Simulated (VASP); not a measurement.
# Cd (Fm-3m) in VASP: single point with LDA

Aim: the single point of Cd with LDA.

Program: VASP 6.6.1. These are calculated values, not measurements. Logs are shortened: lines on timing, memory, paths and dates and some standing lists are left out, and cuts for length are marked.

### 1 The cell of the first run

Symmetry: Fm-3m, No. 225, cubic system. The conventional cell has a = 6.141 Å, b = 6.141 Å, c = 6.141 Å, α = 90.00°, β = 90.00°, γ = 90.00°. Within 5.7 Å of Cd (site symmetry m-3m) lie 12 Cd at 4.34 Å.

This isn't the form of Cd at room conditions, which is hcp.

### 2 Single point, LDA

Input file INCAR:

```
PREC = Accurate
ENCUT = 500
EDIFF = 1E-6
ISMEAR = 1
SIGMA = 0.05
LREAL = F
LASPH = T
NELM = 120
ALGO = Normal
ISIF = 2
LWAVE = F
LCHARG = T
LELF = T
LVHAR = T
NBANDS = 12
GGA_COMPAT = F
```

Input file KPOINTS:

```
Automatic mesh
0
Gamma
  6 6 6
```

Input file POSCAR:

```
Cd
1.0
    0.0000000000      3.0702712000      3.0702712000
    3.0702712000      0.0000000000      3.0702712000
    3.0702712000      3.0702712000      0.0000000000
Cd
1
Direct
    0.0000000000      0.0000000000      0.0000000000
```

Potentials or basis: VASP PAW LDA potentials, release 64 (Cd).

The run is started by

```console
$ cat potpaw_LDA.64/Cd/POTCAR > POTCAR
$ mpirun -np 1 vasp_std > vasp.out
```

OUTCAR:

```text
PREC = Accurate
   ENCUT = 500
   EDIFF = 1E-6
   ISMEAR = 1
   LREAL = F
   LASPH = T
   NELM = 120
   ISIF = 2

 ion  position               nearest neighbor table
   1  0.000  0.000  0.000-

  LATTYP: Found a face centered cubic cell.
 ALAT       =     6.1405424000

  Lattice vectors:

 A1 = (   0.0000000000,   3.0702712000,   3.0702712000)
 A2 = (   3.0702712000,   0.0000000000,   3.0702712000)
 A3 = (   3.0702712000,   3.0702712000,   0.0000000000)

Analysis of symmetry for initial positions (statically):
=====================================================================
 Subroutine PRICEL returns:
 Original cell was already a primitive cell.

 Routine SETGRP: Setting up the symmetry group for a
 face centered cubic supercell.

 Subroutine GETGRP returns: Found 48 space group operations
 (whereof 48 operations were pure point group operations)
 out of a pool of 48 trial point group operations.

The static configuration has the point symmetry O_h .

Analysis of symmetry for dynamics (positions and initial velocities):
=====================================================================
 Subroutine PRICEL returns:
 Original cell was already a primitive cell.

 Routine SETGRP: Setting up the symmetry group for a
 face centered cubic supercell.

 Subroutine GETGRP returns: Found 48 space group operations
 (whereof 48 operations were pure point group operations)
 out of a pool of 48 trial point group operations.

The dynamic configuration has the point symmetry O_h .

 Subroutine INISYM returns: Found 48 space group operations
 (whereof 48 operations are pure point group operations),
 and found     1 'primitive' translations

----------------------------------------------------------------------------------------

                                     Primitive cell

  volume of cell :      57.8842

  direct lattice vectors                    reciprocal lattice vectors
     0.000000000  3.070271200  3.070271200    -0.162852063  0.162852063  0.162852063
     3.070271200  0.000000000  3.070271200     0.162852063 -0.162852063  0.162852063
     3.070271200  3.070271200  0.000000000     0.162852063  0.162852063 -0.162852063

  length of vectors
     4.342019171  4.342019171  4.342019171     0.282068048  0.282068048  0.282068048

  position of ions in fractional coordinates (direct lattice)
     0.000000000  0.000000000  0.000000000

  ion indices of the primitive-cell ions
   primitive index   ion index
                 1           1

----------------------------------------------------------------------------------------

 KPOINTS: Automatic mesh

Automatic generation of k-mesh.
 Grid dimensions read from file:
 generate k-points for:    6    6    6

 Generating k-lattice:

  Cartesian coordinates                     Fractional coordinates (reciprocal lattice)
    -0.027142011  0.027142011  0.027142011     0.166666667  0.000000000  0.000000000
     0.027142011 -0.027142011  0.027142011     0.000000000  0.166666667  0.000000000
     0.027142011  0.027142011 -0.027142011     0.000000000  0.000000000  0.166666667

  Length of vectors
     0.047011341  0.047011341  0.047011341

  Shift w.r.t. Gamma in fractional coordinates (k-lattice)
     0.000000000  0.000000000  0.000000000

 Subroutine IBZKPT returns following result:
 ===========================================

 Found     16 irreducible k-points:

 Following reciprocal coordinates:
            Coordinates               Weight
  0.000000  0.000000  0.000000      1.000000
  0.166667  0.000000  0.000000      8.000000
  0.333333  0.000000  0.000000      8.000000
  0.500000  0.000000  0.000000      4.000000
  0.166667  0.166667  0.000000      6.000000
  0.333333  0.166667  0.000000     24.000000
[... 8 lines left out ...]
 -0.333333  0.333333  0.166667     24.000000
 -0.333333  0.500000  0.166667     12.000000
   k-points           NKPTS =     16   k-points in BZ     NKDIM =     16   number of bands    NBANDS=     12
   number of dos      NEDOS =    301   number of ions     NIONS =      1
   total plane-waves  NPLWV =  32768
   dimension x,y,z NGX =    32 NGY =   32 NGZ =   32
   dimension x,y,z NGXF=    64 NGYF=   64 NGZF=   64
   ions per type =               1
   NGX,Y,Z   is equivalent  to a cutoff of  12.25, 12.25, 12.25 a.u.
   NGXF,Y,Z  is equivalent  to a cutoff of  24.50, 24.50, 24.50 a.u.
 SYSTEM =  unknown system
   PREC   = accura    normal or accurate (medium, high low for compatibility)
   ISTART =      0    job   : 0-new  1-cont  2-samecut
   ICHARG =      2    charge: 1-file 2-atom 10-const
   ISPIN  =      1    spin polarized calculation?
   LNONCOLLINEAR =      F non collinear calculations
   LSORBIT =      F    spin-orbit coupling
   LASPH  =      T    aspherical Exc in radial PAW
   ENCUT  =  500.0 eV  36.75 Ry    6.06 a.u.   7.92  7.92  7.92*2*pi/ulx,y,z
   NELM   =    120;   NELMIN=  2; NELMDL= -5     # of ELM steps
   EDIFF  = 0.1E-05   stopping-criterion for ELM
   LREAL  =      F    real-space projection
[... 7 lines left out ...]
   TEBEG  =    0.0;   TEEND  =   0.0 temperature during run
   PSTRESS=    0.0 pullay stress
   NELECT =      12.0000    total number of electrons
   NUPDOWN=      -1.0000    fix difference up-down
   EMIN   =  10.00;   EMAX   =-10.00  energy-range for DOS
   EFERMI =   0.00;   METHOD = LEGACY
   ISMEAR =     1;   SIGMA  =   0.05  broadening in eV -4-tet -1-fermi 0-gaus
   EFERMI_NEDOS =   21; number of points for ismear=-14 and -15
   IALGO  =     38    algorithm
   IMIX   =      4    mixing-type and parameters
     AMIX     =   0.40;   BMIX     =  1.00
     AMIX_MAG =   1.60;   BMIX_MAG =  1.00
  volume/ion in A,a.u.               =      57.88       390.62
  Fermi-wavevector in a.u.,A,eV,Ry     =   0.968906  1.830968 12.772873  0.938780
  Thomas-Fermi vector in A             =   2.098915
   LORBIT       =      0    0 simple, 1 ext, 2 COOP (PROOUT), +10 PAW based schemes
   GGA     = CA    functional components
   LHFCALC =     F    Hartree Fock is set to
   AEXX    =    0.0000 exact exchange contribution
   IVDW    =     0    specifies the selected vdW correction
   LEPSILON=     F    determine dielectric tensor
   LRPA    =     F    only Hartree local field effects (RPA)
 non-spin polarized calculation
 Methfessel and Paxton  Order N= 1 SIGMA  =   0.05
  energy-cutoff  :      500.00
  volume of cell :       57.88
 maximum number of plane-waves:      1484
   NGX = 15   NGY = 15   NGZ = 15

 number of electron      12.0000008 magnetization

 Free energy of the ion-electron system (eV)
  ---------------------------------------------------
  ext. energy  EPLUGINS =         0.00000000
  ---------------------------------------------------
  free energy    TOTEN  =        -0.37865824 eV

  energy without entropy =       -0.37882273  energy(sigma->0) =       -0.37871307

 E-fermi :  -2.5713     XC(G=0):  -6.9467

 val. band max:       -2.6133082679   @ k =  -0.3333   0.5000   0.1667
 cond. band min:      -1.3697432339   @ k =   0.5000   0.0000   0.0000
 fundamental gap:      1.2435650339
 Fermi energy:        -2.5712909984

 k-point     1 :       0.0000    0.0000    0.0000
  band No.  band energies     occupation
      1      -9.6173      2.00000
      2      -9.6173      2.00000
      3      -9.6173      2.00000
      4      -9.5768      2.00000
      5      -9.5768      2.00000
      6      -5.7251      2.00000
      7       5.3216      0.00000
      8       5.3216      0.00000
      9       5.3216      0.00000
     10       8.0047      0.00000
     11       8.6118      0.00000
     12       8.7902      0.00000

 k-point     2 :       0.1667    0.0000    0.0000
  band No.  band energies     occupation
      1      -9.6178      2.00000
      2      -9.6087      2.00000
      3      -9.6087      2.00000
      4      -9.5751      2.00000
      5      -9.5751      2.00000
      6      -5.4048      2.00000
      7       3.0477      0.00000
      8       5.0031      0.00000
      9       5.0031      0.00000
     10       7.3248      0.00000
     11       9.2551      0.00000
     12       9.2551      0.00000

 k-point     3 :       0.3333    0.0000    0.0000
  band No.  band energies     occupation
      1      -9.6211      2.00000
      2      -9.6099      2.00000
      3      -9.6099      2.00000
      4      -9.5529      2.00000
      5      -9.5529      2.00000
      6      -4.4799      2.00000
      7       0.2204      0.00000
      8       4.5536      0.00000
      9       4.5536      0.00000
     10       6.8747      0.00000
     11       8.4536      0.00000
     12       8.4536      0.00000
[... 166 lines left out ...]
 k-point    15 :      -0.3333    0.3333    0.1667
  band No.  band energies     occupation
      1      -9.6190      2.00000
      2      -9.6059      2.00000
      3      -9.5796      2.00000
      4      -9.5685      2.00000
      5      -9.5371      2.00000
      6      -2.9276      2.00000
      7      -0.4504      0.00000
      8       1.1212      0.00000
      9       2.3154      0.00000
     10       7.0427      0.00000
     11       8.2982      0.00000
     12      10.1798      0.00000

 k-point    16 :      -0.3333    0.5000    0.1667
  band No.  band energies     occupation
      1      -9.6332      2.00000
      2      -9.6224      2.00000
      3      -9.5642      2.00000
      4      -9.5559      2.00000
      5      -9.5276      2.00000
      6      -2.6133      1.99932
      7      -0.2841      0.00000
      8       1.0843      0.00000
      9       1.4426      0.00000
     10       6.5149      0.00000
     11       7.2882      0.00000
     12      10.8745      0.00000

------------------------ aborting loop because EDIFF is reached ----------------------------------------

  FORCE on cell =-STRESS in cart. coord.  units (eV):
  Direction    XX          YY          ZZ          XY          YZ          ZX
  --------------------------------------------------------------------------------------
  -------------------------------------------------------------------------------------
  Total       -0.7036542     -0.7036542     -0.7036542     -0.0000000      0.0000000     -0.0000000
  in kB      -19.4764427    -19.4764427    -19.4764427     -0.0000000      0.0000000     -0.0000000
  external PRESSURE =     -19.4764427 kB  Pullay stress =       0.0000000 kB

 VOLUME and BASIS-vectors are now :
 -----------------------------------------------------------------------------
  energy-cutoff  :      500.00
  volume of cell :       57.88
      direct lattice vectors                 reciprocal lattice vectors
     0.000000000  3.070271200  3.070271200    -0.162852063  0.162852063  0.162852063
     3.070271200  0.000000000  3.070271200     0.162852063 -0.162852063  0.162852063
     3.070271200  3.070271200  0.000000000     0.162852063  0.162852063 -0.162852063

 POSITION                                       TOTAL-FORCE (eV/Angst)
 -----------------------------------------------------------------------------------
      0.00000      0.00000      0.00000         0.000000      0.000000     -0.000000
 -----------------------------------------------------------------------------------
    total drift:                                0.000000      0.000000      0.000000

  FREE ENERGIE OF THE ION-ELECTRON SYSTEM (eV)
  ---------------------------------------------------
  free  energy   TOTEN  =        -0.3786582366 eV

  energy  without entropy=       -0.3788227343  energy(sigma->0) =       -0.37871307
```

Run time: 10 s. Hardware: 1 thread of Intel Xeon Platinum 8259CL at 2.50GHz (Skylake/Cascade Lake), shared host; peak memory 0.15 GiB.

Results:

* Free energy: -0.3787 eV
* Pressure: -1.9 GPa
* Band gap on the k mesh: 1.24 eV (least direct gap 1.92 eV)

Levels at points of the mesh, in eV from the valence-band top:
```tsv
k point	band 4	band 5	band 6	band 7	band 8	band 9
(0.00, 0.00, 0.00)	-6.96	-6.96	-3.11	7.93	7.93	7.93
(0.50, 0.00, 0.00)	-6.92	-6.92	-0.94	1.24	6.99	6.99
(0.50, 0.50, 0.00)	-6.91	-6.91	-0.08	1.84	5.05	5.05
```

A k mesh can miss the band edges.
